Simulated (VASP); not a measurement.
Here is a VASP 6.6.1 calculation.

Contents of INCAR:

```
SYSTEM = K
ALGO = Normal ; EDIFF = 1E-6
EDIFFG = -0.0325 ; ENCUT = 600
GGA = PE ; IBRION = 2
ISIF = 3 ; ISMEAR = 0
LASPH = .True. ; LCHARG = .False.
LREAL = .False. ; LWAVE = .False.
NELM = 60 ; NSW = 90
PREC = Accurate ; SIGMA = 0.1
```

The input KPOINTS:

```
k-points
0
Gamma
  4 4 4
  0 0 0
```

The input POSCAR:

```
K
1.0
    0.0000000000      5.0143525977      5.0143525977
    5.0143525977      0.0000000000      5.0143525977
    5.0143525977      5.0143525977      0.0000000000
K
3
Direct
    0.2500000000      0.2500000000      0.2500000000
    0.7500000000      0.7500000000      0.7500000000
    0.5000000000      0.5000000000      0.5000000000
```

Potentials or basis: VASP PAW PBE potentials, release 64 (K_sv).

The run is started by

```bash
$ cat potpaw_PBE.64/K_sv/POTCAR > POTCAR
$ mpirun -np 1 vasp_std > vasp.out
```

Task: Estimate the space group after relaxing (to 0.05 Å).

Result: Fm-3m (No. 225).

Task: What does it give for the relaxed volume?

Result: 88.20 Å³/atom.

Final structure:
```
K
1.0
     0.00000    5.09543    5.09543
     5.09543    0.00000    5.09543
     5.09543    5.09543    0.00000
K
3
Cartesian
  2.5477 2.5477 2.5477
  7.6431 7.6431 7.6431
  5.0954 5.0954 5.0954
```
